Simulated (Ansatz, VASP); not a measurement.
# One calculation of Mo, two programs

The input INCAR:

```
PREC = Accurate
ENCUT = 520
EDIFF = 1E-7
ISMEAR = 0
SIGMA = 0.15
LREAL = F
LASPH = T
NELM = 80
ALGO = Fast
ISIF = 2
LWAVE = F
LCHARG = F
GGA = CA
NBANDS = 13
```

File KPOINTS:

```
Automatic mesh
0
Gamma
  22 22 22
```

File POSCAR:

```
Mo
1.0
   -1.1417094669      1.5842184285      1.5842184285
    1.5842184285     -1.1417094669      1.5842184285
    1.5842184285      1.5842184285     -1.1417094669
Mo
1
Direct
    0.0000000000      0.0000000000      0.0000000000
```

Input for Ansatz:

```yaml
crystal:
  lattice:
    - [-1.1417094669, 1.5842184285, 1.5842184285]
    - [1.5842184285, -1.1417094669, 1.5842184285]
    - [1.5842184285, 1.5842184285, -1.1417094669]
  atoms:
    - { symbol: Mo, position: [0.0, 0.0, 0.0] }
basis:
  ecutwfc: 420
kpoints:
  mp_grid: { grid: [22, 22, 22] }
hamiltonian:
  xc: lda
  pseudopotentials: { kind: paw, azcp: { folder: soft_1 } }
scf:
  occupations: { method: gaussian, width: 0.15 }
output:
  forces: true
  stress: true
  eigenvalues: true
```

Alike in both runs: task single point; functional LDA; k mesh 22 × 22 × 22; occupations gaussian, width 0.15 eV; no spin polarisation.

|  | VASP | Ansatz |
| --- | --- | --- |
| version | VASP 6.6.1 | Ansatz 0.2.0 |
| potentials or method | VASP PAW LDA potentials, release 64 (Mo_sv), cutoff 520 eV | scalar-relativistic, plane waves, PAW |
| valence electrons in the cell | 14 | 14 |

Ansatz gave:

```
gap on the k mesh at the Fermi level (eV)                     : none
pressure (GPa)                                                : 16.0
traceless stress, the component that is largest in VASP (GPa) : -15.45
```

Q: Estimate VASP's values.

A: gap on the k mesh at the Fermi level (eV): none; pressure (GPa): 17.3; traceless stress, the component that is largest in VASP (GPa): -15.52.

Ansatz warns that its potentials were made for another functional, while VASP's fit it. LDA's correlation is that of Perdew and Zunger in VASP and of Perdew and Wang (1992) in Ansatz. A gap of «none» marks a metal or a gap that the smearing closes.
